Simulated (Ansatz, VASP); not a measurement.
S in VASP and in Ansatz

```xyz
1
Lattice="0.0000 1.8125 1.8125 1.8125 0.0000 1.8125 1.8125 1.8125 0.0000" Properties=species:S:1:pos:R:3 pbc="T T T"
S     0.0000    0.0000    0.0000
```

Change from the starting cell: volume scaled by 0.75, LAPW.

Alike in both runs: task single point; functional PBE; k mesh 16 × 16 × 16; occupations fermi-dirac, width 0.08 eV; no spin polarisation.

|  | VASP | Ansatz |
| --- | --- | --- |
| version | VASP 6.6.1 | Ansatz 0.2.0 |
| potentials or method | VASP PAW PBE potentials, release 64 (S), cutoff 520 eV | all-electron LAPW, scalar-relativistic |

VASP gave:

* pressure (GPa): 40.8

Estimate Ansatz's values.

pressure (GPa): 41.4.

Both programs put the cell under a high pressure, so it lies far from rest at this level. Ansatz ran all-electron here, and VASP with PAW potentials.
